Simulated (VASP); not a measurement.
A run of VASP 6.6.1 is set up as follows.

File INCAR:

```
SYSTEM = C
  PREC = Accurate
  ENCUT = 520
  EDIFF = 1E-7
  ISMEAR = 0
  SIGMA = 0.05
  LREAL = .False.
  LASPH = .True.
  NELM = 80
  ALGO = Normal
  ISIF = 2
  LWAVE = .False.
  LCHARG = .True.
  GGA = PS
  IVDW = 12
  LELF = .True.
  LVHAR = .True.
  NBANDS = 11
```

Contents of KPOINTS:

```
Automatic mesh
0
Gamma
  15 15 15
  0 0 0
```

Contents of POSCAR:

```
C
1.0
    1.2291305633      0.7096388616      3.2835658809
   -1.2291305633      0.7096388616      3.2835658809
    0.0000000000     -1.4192777231      3.2835658809
C
2
Direct
    0.1601575809      0.1601575809      0.1601575809
    0.8398424191      0.8398424191      0.8398424191
```

Potentials or basis: VASP PAW PBE potentials, release 64 (C).

Command:

```sh
$ cat potpaw_PBE.64/C/POTCAR > POTCAR
$ mpirun -np 1 vasp_std > vasp.out
```

(1) Predict the largest force.

(2) Predict the band gap on the k mesh.

Answers

(1) 2.082 eV/Å.

(2) 0.94 eV, indirect (least direct gap 1.01 eV).

Caveat: the cell differs from its parent crystal (mode 4 frozen in at -0.063 Å and mode 6 at +0.000 Å (largest displacements)); the PAW data sets were made with another functional, which shifts forces and pressure a little.
